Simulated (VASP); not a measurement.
# MnO (Fm-3m) in VASP: a series of runs, part 2 of 2

VASP 6.6.1. The steps go on from the part before.

## (3) Single point, PBE+U, collinear spin, antiferromagnetic start

Input file INCAR:

```
SYSTEM = MnO
ALGO = Normal
EDIFF = 1E-6
ENCUT = 700
GGA = PE
GGA_COMPAT = .False.
ISIF = 2
ISMEAR = -1
ISPIN = 2
ISYM = 0
LASPH = .True.
LCHARG = .False.
LDAU = .True.
LDAUJ = 0 0
LDAUL = 2 -1
LDAUPRINT = 1
LDAUTYPE = 2
LDAUU = 3.9 0
LMAXMIX = 4
LORBIT = 11
LREAL = .False.
LWAVE = .False.
MAGMOM = 2.93 -2.93 0 0
NBANDS = 33
NELM = 200
PREC = Accurate
SIGMA = 0.05
```

Input file KPOINTS:

```
k-points
0
Gamma
  7 4 7
  0 0 0
```

Input file POSCAR:

```
MnO
1.0
    0.0000000000      2.2220000000      2.2220000000
    4.4440000000      0.0000000000      4.4440000000
    2.2220000000      2.2220000000      0.0000000000
Mn O
2 2
Direct
    0.0000000000      0.0000000000      0.0000000000
    0.0000000000      0.5000000000      0.0000000000
    0.5000000000      0.2500000000      0.5000000000
    0.5000000000      0.7500000000      0.5000000000
```

Potentials or basis: VASP PAW PBE potentials, release 64 (Mn_sv, O).

On the command line:

```bash
> cat potpaw_PBE.64/Mn_sv/POTCAR potpaw_PBE.64/O/POTCAR > POTCAR
> mpirun -np 1 vasp_std > vasp.out
```

OUTCAR:

```text
SYSTEM = MnO
   EDIFF = 1E-6
   ENCUT = 700
   GGA = PE
   ISIF = 2
   ISMEAR = -1
   ISPIN = 2
   ISYM = 0
   LASPH = .True.
   LORBIT = 11
   LREAL = .False.
   NELM = 200
   PREC = Accurate

 ion  position               nearest neighbor table
   1  0.000  0.000  0.000-   4 2.22   3 2.22   4 2.22   3 2.22   4 2.22   3 2.22
   2  0.000  0.500  0.000-   3 2.22   3 2.22   4 2.22   3 2.22   4 2.22   4 2.22
   3  0.500  0.250  0.500-   1 2.22   1 2.22   2 2.22   1 2.22   2 2.22   2 2.22
   4  0.500  0.750  0.500-   2 2.22   1 2.22   2 2.22   1 2.22   2 2.22   1 2.22

IMPORTANT INFORMATION: All symmetrisations will be switched off!
NOSYMM: (Re-)initialisation of all symmetry stuff for point group C_1.

----------------------------------------------------------------------------------------

                                     Primitive cell

  volume of cell :      43.8826

  direct lattice vectors                    reciprocal lattice vectors
     0.000000000  2.222000000  2.222000000    -0.225022502  0.225022502  0.225022502
     4.444000000  0.000000000  4.444000000     0.112511251 -0.112511251  0.112511251
     2.222000000  2.222000000  0.000000000     0.225022502  0.225022502 -0.225022502

  length of vectors
     3.142382536  6.284765071  3.142382536     0.389750407  0.194875203  0.389750407

  position of ions in fractional coordinates (direct lattice)
     0.000000000  0.000000000  0.000000000
     0.000000000  0.500000000  0.000000000
     0.500000000  0.250000000  0.500000000
     0.500000000  0.750000000  0.500000000

  ion indices of the primitive-cell ions
   primitive index   ion index
                 1           1
                 2           2
                 3           3
                 4           4

----------------------------------------------------------------------------------------

 KPOINTS: k-points

Automatic generation of k-mesh.
[... 197 lines left out ...]
 number of electron      42.0000003 magnetization       0.0000000

 Free energy of the ion-electron system (eV)
  ---------------------------------------------------
  ext. energy  EPLUGINS =         0.00000000
  ---------------------------------------------------
  free energy    TOTEN  =       -30.81196018 eV

  energy without entropy =      -30.81196018  energy(sigma->0) =      -30.81196018

 E-fermi :   8.6500     XC(G=0): -11.8604

 val. band max:        7.7563283190   @ k =   0.0000   0.5000   0.0000
 cond. band min:       9.4900413411   @ k =   0.0000   0.0000   0.0000
 fundamental gap:      1.7337130222
 Fermi energy:         8.6500135142

 spin component 1

 k-point     1 :       0.0000    0.0000    0.0000
  band No.  band energies     occupation
      1     -72.3349      1.00000
      2     -67.3355      1.00000
      3     -41.1165      1.00000
      4     -41.0829      1.00000
      5     -41.0829      1.00000
      6     -36.1989      1.00000
[... 1721 lines left out ...]
     32      22.1991      0.00000
     33      25.5335      0.00000

 [... further k-points ...]

------------------------ aborting loop because EDIFF is reached ----------------------------------------

  FORCE on cell =-STRESS in cart. coord.  units (eV):
  Direction    XX          YY          ZZ          XY          YZ          ZX
  --------------------------------------------------------------------------------------
  -------------------------------------------------------------------------------------
  Total        1.0331715      1.0339796      1.0331699      0.3157214      0.3157150     -0.3167816
  in kB       37.7216635     37.7511676     37.7216047     11.5271625     11.5269314    -11.5658716
  external PRESSURE =      37.7314786 kB  Pullay stress =       0.0000000 kB

 VOLUME and BASIS-vectors are now :
 -----------------------------------------------------------------------------
  energy-cutoff  :      700.00
  volume of cell :       43.88
      direct lattice vectors                 reciprocal lattice vectors
     0.000000000  2.222000000  2.222000000    -0.225022502  0.225022502  0.225022502
     4.444000000  0.000000000  4.444000000     0.112511251 -0.112511251  0.112511251
     2.222000000  2.222000000  0.000000000     0.225022502  0.225022502 -0.225022502

 POSITION                                       TOTAL-FORCE (eV/Angst)
 -----------------------------------------------------------------------------------
      0.00000      0.00000      0.00000         0.000004      0.000000      0.000002
      2.22200      0.00000      2.22200        -0.000004     -0.000001      0.000001
      2.22200      2.22200      2.22200        -0.000001      0.000003     -0.000005
      4.44400      2.22200      4.44400         0.000001     -0.000002      0.000002
 -----------------------------------------------------------------------------------
    total drift:                               -0.000009     -0.000000      0.000000

  FREE ENERGIE OF THE ION-ELECTRON SYSTEM (eV)
  ---------------------------------------------------
  free  energy   TOTEN  =       -30.8119601839 eV

  energy  without entropy=      -30.8119601828  energy(sigma->0) =      -30.81196018

 total charge

# of ion       s       p       d       tot
------------------------------------------
    1        2.114   6.014   4.751  12.880
    2        2.114   6.014   4.751  12.880
    3        1.551   3.454   0.000   5.005
    4        1.551   3.454   0.000   5.005
--------------------------------------------------
tot          7.332  18.936   9.502  35.769

 magnetization (x)

# of ion       s       p       d       tot
------------------------------------------
    1        0.014   0.013   4.423   4.450
    2       -0.014  -0.013  -4.423  -4.450
    3       -0.000  -0.000   0.000  -0.000
    4       -0.000  -0.000   0.000  -0.000
--------------------------------------------------
tot          0.000  -0.000  -0.000  -0.000
```

OSZICAR:

```text
N       E                     dE             d eps       ncg     rms          rms(c)
DAV:   1     0.846603457860E+03    0.84660E+03   -0.26215E+04 13709   0.298E+03
DAV:   2     0.544231464745E+02   -0.79218E+03   -0.75831E+03 13178   0.694E+02
DAV:   3    -0.230048737265E+02   -0.77428E+02   -0.74202E+02 16250   0.250E+02
DAV:   4    -0.292021770619E+02   -0.61973E+01   -0.59986E+01 24969   0.660E+01
DAV:   5    -0.297033921291E+02   -0.50122E+00   -0.50010E+00 18542   0.144E+01    0.225E+01
DAV:   6    -0.304387399967E+02   -0.73535E+00   -0.37970E+01 20212   0.613E+01    0.252E+01
DAV:   7    -0.308026812699E+02   -0.36394E+00   -0.32019E+00 22535   0.301E+01    0.126E+01
DAV:   8    -0.307945600644E+02    0.81212E-02   -0.57771E-01 19539   0.923E+00    0.590E+00
DAV:   9    -0.308054634134E+02   -0.10903E-01   -0.86341E-02 17520   0.357E+00    0.118E+00
DAV:  10    -0.308075366077E+02   -0.20732E-02   -0.16282E-02 21729   0.171E+00    0.473E-01
DAV:  11    -0.308114982251E+02   -0.39616E-02   -0.18852E-03 17303   0.415E-01    0.124E-01
DAV:  12    -0.308119051255E+02   -0.40690E-03   -0.24655E-04 20775   0.172E-01    0.509E-02
DAV:  13    -0.308119469949E+02   -0.41869E-04   -0.47600E-05 18656   0.123E-01    0.309E-02
DAV:  14    -0.308119574635E+02   -0.10469E-04   -0.12930E-05 16591   0.322E-02    0.134E-02
DAV:  15    -0.308119599562E+02   -0.24927E-05   -0.21117E-06 15032   0.231E-02    0.339E-03
DAV:  16    -0.308119601839E+02   -0.22766E-06   -0.58776E-07  8566   0.871E-03
   1 F= -.30811960E+02 E0= -.30811960E+02  d E =-.104473E-08  mag=    -0.0000
```

stdout:

```text
POSCAR found type information on POSCAR MnO
 POSCAR found :  2 types and       4 ions
 scaLAPACK will be used
 LDA part: xc-table for (Slater+PW92), standard interpolation
 -----------------------------------------------------------------------------
|                                                                             |
|           W    W    AA    RRRRR   N    N  II  N    N   GGGG   !!!           |
|           W    W   A  A   R    R  NN   N  II  NN   N  G    G  !!!           |
|           W    W  A    A  R    R  N N  N  II  N N  N  G       !!!           |
|           W WW W  AAAAAA  RRRRR   N  N N  II  N  N N  G  GGG   !            |
|           WW  WW  A    A  R   R   N   NN  II  N   NN  G    G                |
|           W    W  A    A  R    R  N    N  II  N    N   GGGG   !!!           |
|                                                                             |
|     Your reciprocal lattice and k-lattice belong to different lattice       |
|     classes:                                                                |
|                                                                             |
|        The reciprocal lattice is rhombohedral (trigonal),                   |
|        whereas your k-lattice is base-centered monoclinic.                  |
|                                                                             |
|     Results are often still useful ...                                      |
|                                                                             |
 -----------------------------------------------------------------------------

 POSCAR, INCAR and KPOINTS ok, starting setup
 FFT: planning ... GRIDC
 FFT: planning ... GRID_SOFT
 FFT: planning ... GRID
 WAVECAR not read
 entering main loop
```

Wall time 5.6 min (1 thread of Intel Xeon Platinum 8488C (Sapphire Rapids), shared host); peak memory 0.44 GiB.

What came out:

| Quantity | Value |
| --- | --- |
| Free energy | -30.8120 eV |
| Pressure | 3.8 GPa |
| Band gap on the k mesh | 1.73 eV |
| Net moment | 0.00 μB per cell |
| Site moments | Mn +4.45, -4.45; O -0.00 μB |
| Valence electrons inside the program's atomic spheres | Mn 12.88; O 5.00 |

Eigenvalues of the final occupation matrices:
```tsv
site	spin	trace	eigenvalues
site 1 d	1	4.61	0.91 0.91 0.91 0.94 0.94
site 1 d	2	0.17	0.02 0.02 0.02 0.06 0.06
site 2 d	1	0.17	0.02 0.02 0.02 0.06 0.06
site 2 d	2	4.61	0.91 0.91 0.91 0.94 0.94
```

Caveat: the cell stands under pressure. The state reached can hang on the start; a lower one may exist.
